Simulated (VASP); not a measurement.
# La3Zr (Fm-3m) in VASP: notebook

Runs on La3Zr. Level: PBE. Tasks: single point.

Everything below comes from runs of VASP 6.6.1. Logs are shortened: lines on timing, memory, paths and dates and some standing lists are left out, and cuts for length are marked.

### Step 1. The cell of the first run

It takes space group Fm-3m (No. 225, cubic). The conventional cell has a = 8.233 Å, b = 8.233 Å, c = 8.233 Å, α = 90.00°, β = 90.00°, γ = 90.00°. Within 4.7 Å of La (site symmetry -43m) lie 10 La at 3.56 to 4.12 Å and 4 Zr at 3.56 Å. La (site symmetry m-3m) has 8 La at 3.56 Å and 6 Zr at 4.12 Å within 4.7 Å. Zr (site symmetry m-3m) has 14 La at 3.56 to 4.12 Å within 4.7 Å.

The cell was built from a structure type or drawn by symmetry, and may not be a known phase.

### Step 2. Single point, PBE

Contents of INCAR:

```
SYSTEM = La3Zr
  PREC = Accurate
  ENCUT = 520
  EDIFF = 1E-6
  ISMEAR = 0
  SIGMA = 0.1
  LREAL = .FALSE.
  LASPH = .TRUE.
  NELM = 80
  ALGO = Normal
  ISIF = 2
  LWAVE = .FALSE.
  LCHARG = .FALSE.
  GGA = PE
  NBANDS = 30
```

Contents of KPOINTS:

```
Automatic mesh
0
G
  4 4 4
  0 0 0
```

Contents of POSCAR:

```
La3Zr
1.0
    0.0000000000      4.1162598400      4.1162598400
    4.1162598400      0.0000000000      4.1162598400
    4.1162598400      4.1162598400      0.0000000000
La Zr
3 1
Direct
    0.7500000000      0.7500000000      0.7500000000
    0.5000000000      0.5000000000      0.5000000000
    0.2500000000      0.2500000000      0.2500000000
    0.0000000000      0.0000000000      0.0000000000
```

Potentials or basis: VASP PAW PBE potentials, release 64 (La, Zr_sv).

On the command line:

```sh
> cat potpaw_PBE.64/La/POTCAR potpaw_PBE.64/Zr_sv/POTCAR > POTCAR
> mpirun -np 1 vasp_std > vasp.out
```

OUTCAR:

```text
SYSTEM = La3Zr
   PREC = Accurate
   ENCUT = 520
   EDIFF = 1E-6
   ISMEAR = 0
   LREAL = .FALSE.
   LASPH = .TRUE.
   NELM = 80
   ISIF = 2
   GGA = PE

 ion  position               nearest neighbor table
   1  0.750  0.750  0.750-   2 3.56   2 3.56   2 3.56   2 3.56   4 3.56   4 3.56   4 3.56   4 3.56

   2  0.500  0.500  0.500-   3 3.56   3 3.56   3 3.56   1 3.56   3 3.56   1 3.56   1 3.56   1 3.56

   3  0.250  0.250  0.250-   4 3.56   4 3.56   4 3.56   2 3.56   4 3.56   2 3.56   2 3.56   2 3.56

   4  0.000  0.000  0.000-   1 3.56   1 3.56   1 3.56   1 3.56   3 3.56   3 3.56   3 3.56   3 3.56

  LATTYP: Found a face centered cubic cell.
 ALAT       =     8.2325196800

  Lattice vectors:

 A1 = (   0.0000000000,   4.1162598400,   4.1162598400)
 A2 = (   4.1162598400,   0.0000000000,   4.1162598400)
 A3 = (   4.1162598400,   4.1162598400,   0.0000000000)

Analysis of symmetry for initial positions (statically):
=====================================================================
 Subroutine PRICEL returns:
 Original cell was already a primitive cell.

 Routine SETGRP: Setting up the symmetry group for a
 face centered cubic supercell.

 Subroutine GETGRP returns: Found 48 space group operations
 (whereof 48 operations were pure point group operations)
 out of a pool of 48 trial point group operations.

The static configuration has the point symmetry O_h .

Analysis of symmetry for dynamics (positions and initial velocities):
=====================================================================
 Subroutine PRICEL returns:
 Original cell was already a primitive cell.

 Routine SETGRP: Setting up the symmetry group for a
 face centered cubic supercell.

 Subroutine GETGRP returns: Found 48 space group operations
 (whereof 48 operations were pure point group operations)
 out of a pool of 48 trial point group operations.

The dynamic configuration has the point symmetry O_h .

 Subroutine INISYM returns: Found 48 space group operations
 (whereof 48 operations are pure point group operations),
 and found     1 'primitive' translations

----------------------------------------------------------------------------------------

                                     Primitive cell

  volume of cell :     139.4885

[... 72 lines left out ...]
   LASPH  =      T    aspherical Exc in radial PAW
   ENCUT  =  520.0 eV  38.22 Ry    6.18 a.u.  10.82 10.82 10.82*2*pi/ulx,y,z
   NELM   =     80;   NELMIN=  2; NELMDL= -5     # of ELM steps
   EDIFF  = 0.1E-05   stopping-criterion for ELM
   LREAL  =      F    real-space projection
   EDIFFG = 0.1E-04   stopping-criterion for IOM
   NSW    =      0    number of steps for IOM
   IBRION =     -1    ionic relax: 0-MD 1-quasi-New 2-CG
   NFREE  =      0    steps in history (QN), initial steepest desc. (CG)
   ISIF   =      2    stress and relaxation
   ISYM   =      2    0-nonsym 1-usesym 2-fastsym
   POTIM  = 0.5000    time-step for ionic-motion
   TEBEG  =    0.0;   TEEND  =   0.0 temperature during run
   PSTRESS=    0.0 pullay stress
   NELECT =      45.0000    total number of electrons
   NUPDOWN=      -1.0000    fix difference up-down
   EMIN   =  10.00;   EMAX   =-10.00  energy-range for DOS
   EFERMI =   0.00;   METHOD = LEGACY
   ISMEAR =     0;   SIGMA  =   0.10  broadening in eV -4-tet -1-fermi 0-gaus
   EFERMI_NEDOS =   21; number of points for ismear=-14 and -15
   IALGO  =     38    algorithm
   IMIX   =      4    mixing-type and parameters
     AMIX     =   0.40;   BMIX     =  1.00
     AMIX_MAG =   1.60;   BMIX_MAG =  1.00
  volume/ion in A,a.u.               =      34.87       235.33
  Fermi-wavevector in a.u.,A,eV,Ry     =   1.122793  2.121770 17.152366  1.260663
  Thomas-Fermi vector in A             =   2.259455
   LORBIT       =      0    0 simple, 1 ext, 2 COOP (PROOUT), +10 PAW based schemes
   GGA     = PE    functional components
   LHFCALC =     F    Hartree Fock is set to
   AEXX    =    0.0000 exact exchange contribution
   IVDW    =     0    specifies the selected vdW correction
   LEPSILON=     F    determine dielectric tensor
   LRPA    =     F    only Hartree local field effects (RPA)
 non-spin polarized calculation
 Gauss-broadening in eV      SIGMA  =   0.10
  energy-cutoff  :      520.00
  volume of cell :      139.49
 maximum number of plane-waves:      3812
 NGX is ok and might be reduce to    48
   NGX = 21   NGY = 21   NGZ = 21

 number of electron      44.9999998 magnetization

 Free energy of the ion-electron system (eV)
  ---------------------------------------------------
  ext. energy  EPLUGINS =         0.00000000
  ---------------------------------------------------
  free energy    TOTEN  =       -22.11874992 eV

  energy without entropy =      -22.06320868  energy(sigma->0) =      -22.09097930

 E-fermi :   7.6170     XC(G=0):  -9.7023

 val. band max:        7.6140856077   @ k =   0.5000   0.0000   0.0000
 cond. band min:       7.6180341825   @ k =   0.5000   0.0000   0.0000
 fundamental gap:      0.0039485747
 Fermi energy:         7.6170247415

 k-point     1 :       0.0000    0.0000    0.0000
  band No.  band energies     occupation
      1     -41.4744      2.00000
      2     -25.2176      2.00000
      3     -24.8422      2.00000
      4     -24.8261      2.00000
      5     -19.4731      2.00000
      6     -19.4731      2.00000
[... 253 lines left out ...]
     29       9.1149      0.00000
     30       9.1165      0.00000

------------------------ aborting loop because EDIFF is reached ----------------------------------------

  FORCE on cell =-STRESS in cart. coord.  units (eV):
  Direction    XX          YY          ZZ          XY          YZ          ZX
  --------------------------------------------------------------------------------------
  -------------------------------------------------------------------------------------
  Total       -2.0810836     -2.0810836     -2.0810836      0.0000000      0.0000000      0.0000000
  in kB      -23.9035146    -23.9035146    -23.9035146      0.0000000      0.0000000      0.0000000
  external PRESSURE =     -23.9035146 kB  Pullay stress =       0.0000000 kB

 VOLUME and BASIS-vectors are now :
 -----------------------------------------------------------------------------
  energy-cutoff  :      520.00
  volume of cell :      139.49
      direct lattice vectors                 reciprocal lattice vectors
     0.000000000  4.116259840  4.116259840    -0.121469494  0.121469494  0.121469494
     4.116259840  0.000000000  4.116259840     0.121469494 -0.121469494  0.121469494
     4.116259840  4.116259840  0.000000000     0.121469494  0.121469494 -0.121469494

 POSITION                                       TOTAL-FORCE (eV/Angst)
 -----------------------------------------------------------------------------------
      6.17439      6.17439      6.17439         0.000000      0.000000      0.000000
      4.11626      4.11626      4.11626        -0.000000     -0.000000     -0.000000
      2.05813      2.05813      2.05813        -0.000000     -0.000000     -0.000000
      0.00000      0.00000      0.00000        -0.000000     -0.000000     -0.000000
 -----------------------------------------------------------------------------------
    total drift:                               -0.000000     -0.000000     -0.000000

  FREE ENERGIE OF THE ION-ELECTRON SYSTEM (eV)
  ---------------------------------------------------
  free  energy   TOTEN  =       -22.1187499194 eV

  energy  without entropy=      -22.0632086843  energy(sigma->0) =      -22.09097930
```

OSZICAR:

```text
N       E                     dE             d eps       ncg     rms          rms(c)
DAV:   1     0.624961512239E+03    0.62496E+03   -0.16235E+04   480   0.207E+03
DAV:   2     0.102464374190E+03   -0.52250E+03   -0.50930E+03   688   0.404E+02
DAV:   3    -0.600636335050E+01   -0.10847E+03   -0.10602E+03   752   0.222E+02
DAV:   4    -0.210763497836E+02   -0.15070E+02   -0.14533E+02   896   0.853E+01
DAV:   5    -0.239049394220E+02   -0.28286E+01   -0.26378E+01   944   0.374E+01    0.875E+00
DAV:   6    -0.233070568448E+02    0.59788E+00   -0.38906E+01   896   0.222E+01    0.664E+00
DAV:   7    -0.221321654320E+02    0.11749E+01   -0.16831E+01   896   0.171E+01    0.328E+00
DAV:   8    -0.221077598480E+02    0.24406E-01   -0.10477E+00   880   0.640E+00    0.151E+00
DAV:   9    -0.221179855945E+02   -0.10226E-01   -0.12709E-01   888   0.230E+00    0.685E-01
DAV:  10    -0.221187405097E+02   -0.75492E-03   -0.37948E-02   904   0.129E+00    0.166E-01
DAV:  11    -0.221186848282E+02    0.55682E-04   -0.34185E-03   944   0.383E-01    0.789E-02
DAV:  12    -0.221187575449E+02   -0.72717E-04   -0.35461E-04   888   0.165E-01    0.263E-02
DAV:  13    -0.221187510951E+02    0.64498E-05   -0.50881E-05   928   0.551E-02    0.108E-02
DAV:  14    -0.221187513257E+02   -0.23061E-06   -0.34724E-05   824   0.311E-02    0.761E-03
DAV:  15    -0.221187498907E+02    0.14350E-05   -0.88141E-06   560   0.179E-02    0.198E-03
DAV:  16    -0.221187499194E+02   -0.28696E-07   -0.35395E-07   384   0.123E-02
   1 F= -.22118750E+02 E0= -.22090979E+02  d E =-.555412E-01
```

stdout:

```text
POSCAR found type information on POSCAR LaZr
 POSCAR found :  2 types and       4 ions
 scaLAPACK will be used
 LDA part: xc-table for (Slater+PW92), standard interpolation
 POSCAR, INCAR and KPOINTS ok, starting setup
 FFT: planning ... GRIDC
 FFT: planning ... GRID_SOFT
 FFT: planning ... GRID
 WAVECAR not read
 entering main loop
```

Wall time 62 s (1 thread of Intel Xeon Platinum 8124M at 3.00GHz (Skylake/Cascade Lake), shared host); peak memory 0.33 GiB.

What came out:

```yaml
Free_energy: -22.1187 eV
Pressure: -2.4 GPa
Band_gap_on_the_k_mesh: zero (an odd number of electrons rules out a gap without spin polarisation)
```

Levels at points of the mesh, in eV from the Fermi level:
```tsv
k point	band 20	band 21	band 22	band 23	band 24	band 25
(0.00, 0.00, 0.00)	-0.07	-0.07	-0.07	0.39	0.39	0.39
(0.50, 0.00, 0.00)	-0.60	-0.29	-0.20	-0.20	0.00	0.00
(0.50, 0.50, 0.00)	-0.81	-0.40	-0.24	-0.24	-0.04	1.04
```

Caveat: spin-orbit coupling is left out, which moves the levels of the heavy elements.

### Step 3. Single point, PBE, collinear spin

Contents of INCAR:

```
SYSTEM = La3Zr
ALGO     = Normal         ! electronic algorithm
EDIFF    = 1E-7           ! SCF threshold, eV
ENCUT    = 520            ! plane-wave cutoff, eV
GGA      = PE             ! functional
ISIF     = 2              ! what is computed and relaxed
ISMEAR   = 0              ! smearing method
ISPIN    = 2              ! spin polarisation
LASPH    = .True.         ! aspherical terms in the spheres
LCHARG   = .False.        ! write CHGCAR
LMAXMIX  = 6              ! l up to which the mixer works
LORBIT   = 11             ! projections on sites
LREAL    = .False.        ! projectors in reciprocal space
LWAVE    = .False.        ! write WAVECAR
MAGMOM   = 0 0 0 1        ! initial moments
NBANDS   = 34             ! bands
NELM     = 150            ! most SCF steps
PREC     = Accurate       ! precision mode
SIGMA    = 0.1            ! smearing width, eV
```

Contents of KPOINTS:

```
k-points
0
Gamma
  4 4 4
  0 0 0
```

POSCAR is that of step 2.

Potentials or basis: VASP PAW PBE potentials, release 64 (La, Zr_sv).

On the command line:

```sh
> cat potpaw_PBE.64/La/POTCAR potpaw_PBE.64/Zr_sv/POTCAR > POTCAR
> mpirun -np 1 vasp_std > vasp.out
```

OUTCAR:

```text
SYSTEM = La3Zr
   EDIFF = 1E-7
   ENCUT = 520
   GGA = PE
   ISIF = 2
   ISMEAR = 0
   ISPIN = 2
   LASPH = .True.
   LORBIT = 11
   LREAL = .False.
   NELM = 150
   PREC = Accurate

 ion  position               nearest neighbor table
   1  0.750  0.750  0.750-   2 3.56   2 3.56   2 3.56   2 3.56   4 3.56   4 3.56   4 3.56   4 3.56

   2  0.500  0.500  0.500-   3 3.56   3 3.56   3 3.56   1 3.56   3 3.56   1 3.56   1 3.56   1 3.56

   3  0.250  0.250  0.250-   4 3.56   4 3.56   4 3.56   2 3.56   4 3.56   2 3.56   2 3.56   2 3.56
[... 808 lines left out ...]
     4.116259840  0.000000000  4.116259840     0.121469494 -0.121469494  0.121469494
     4.116259840  4.116259840  0.000000000     0.121469494  0.121469494 -0.121469494

 POSITION                                       TOTAL-FORCE (eV/Angst)
 -----------------------------------------------------------------------------------
      6.17439      6.17439      6.17439        -0.000000     -0.000000     -0.000000
      4.11626      4.11626      4.11626        -0.000000     -0.000000     -0.000000
      2.05813      2.05813      2.05813         0.000000      0.000000      0.000000
      0.00000      0.00000      0.00000        -0.000000     -0.000000     -0.000000
 -----------------------------------------------------------------------------------
    total drift:                               -0.000000     -0.000000     -0.000000

  FREE ENERGIE OF THE ION-ELECTRON SYSTEM (eV)
  ---------------------------------------------------
  free  energy   TOTEN  =       -22.1341292645 eV

  energy  without entropy=      -22.0958200351  energy(sigma->0) =      -22.11497465

 total charge

# of ion       s       p       d       f       tot
--------------------------------------------------
    1        2.062   5.552   0.899   0.087   8.600
    2        2.061   5.573   0.867   0.091   8.592
    3        2.062   5.552   0.899   0.087   8.600
    4        2.210   5.920   1.567   0.000   9.698
--------------------------------------------------
tot          8.396  22.597   4.232   0.266  35.490

 magnetization (x)

# of ion       s       p       d       f       tot
--------------------------------------------------
    1        0.001   0.006   0.059   0.008   0.074
    2       -0.005   0.004  -0.059   0.021  -0.038
    3        0.001   0.006   0.059   0.008   0.074
    4        0.013   0.006   0.499   0.000   0.518
--------------------------------------------------
tot          0.009   0.022   0.559   0.038   0.629
```

stdout:

```text
POSCAR found type information on POSCAR LaZr
 POSCAR found :  2 types and       4 ions
 scaLAPACK will be used
 LDA part: xc-table for (Slater+PW92), standard interpolation
 POSCAR, INCAR and KPOINTS ok, starting setup
 FFT: planning ... GRIDC
 FFT: planning ... GRID_SOFT
 FFT: planning ... GRID
 WAVECAR not read
 entering main loop
```

It took 3 min on 1 thread of Intel Xeon Platinum 8124M at 3.00GHz (Skylake/Cascade Lake), shared host; peak memory 0.44 GiB.

What came out:

- Free energy: -22.1341 eV
- Pressure: -2.2 GPa
- Net moment: 1.10 μB per cell
- Site moments: La +0.07, -0.04 (each value once); Zr +0.52 μB
- Valence electrons inside the program's atomic spheres: La 8.60, 8.59 (each value once); Zr 9.70

Levels at points of the mesh, in eV from the Fermi level:
Spin up:
```tsv
k point	band 19	band 20	band 21	band 22	band 23	band 24	band 25	band 26	band 27	band 28
(0.00, 0.00, 0.00)	-1.91	-0.17	-0.17	-0.17	0.20	0.20	0.20	1.30	1.30	1.30
(0.50, 0.00, 0.00)	-0.66	-0.66	-0.49	-0.30	-0.30	-0.19	-0.19	-0.02	0.23	0.23
(0.50, 0.50, 0.00)	-1.11	-0.89	-0.48	-0.39	-0.39	-0.09	0.95	0.95	0.98	0.98
```
Spin down:
```
           k point  band 18  band 19  band 20  band 21  band 22  band 23  band 24  band 25  band 26  band 27
(0.00, 0.00, 0.00)    -1.81    -1.81     0.01     0.01     0.01     0.56     0.56     0.56     1.44     1.44
(0.50, 0.00, 0.00)    -1.24    -0.56    -0.56    -0.11    -0.11    -0.08    -0.03     0.19     0.19     0.22
(0.50, 0.50, 0.00)    -1.63    -0.95    -0.75    -0.35    -0.13    -0.13    -0.03     1.09     1.09     1.16
```

Caveat: spin-orbit coupling is left out, which moves the levels of the heavy elements.
